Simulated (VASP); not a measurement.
**BaZrO3: single point with PBE**

Crystal: BaZrO3.

```
Ba Zr O
1.0
     4.18150    0.00000    0.00000
     0.00000    4.18150    0.00000
     0.00000    0.00000    4.18150
Ba Zr O
1 1 3
Direct
  0.50000 0.50000 0.50000
  0.00000 0.00000 0.00000
  0.50000 0.00000 0.00000
  0.00000 0.50000 0.00000
  0.00000 0.00000 0.50000
```

```yaml
Program: VASP 6.6.1
Task: single point
Functional: PBE
Potentials_or_basis: VASP PAW PBE potentials, release 64 (Ba_sv, Zr_sv, O)
Cutoff: 520 eV
k_mesh: 5 × 5 × 5
Occupations: fermi-dirac, width 0.03 eV
Spin: no spin polarisation
```

```
Pressure               : 6.3 GPa
Band gap on the k mesh : 3.31 eV, indirect (least direct gap 3.42 eV)
```

Levels at points of the mesh, in eV from the valence-band top:
```csv
k point,band 17,band 18,band 19,band 20,band 21,band 22,band 23,band 24
"(0.00, 0.00, 0.00)",-0.89,-0.11,-0.11,-0.11,3.31,3.31,3.31,4.77
```

Wall time 32 s on 1 thread of Intel Xeon 8259CL (shared host), peak memory 0.18 GiB.

Caveat: spin-orbit coupling is left out, which moves the levels of the heavy elements. A k mesh can miss the band edges.
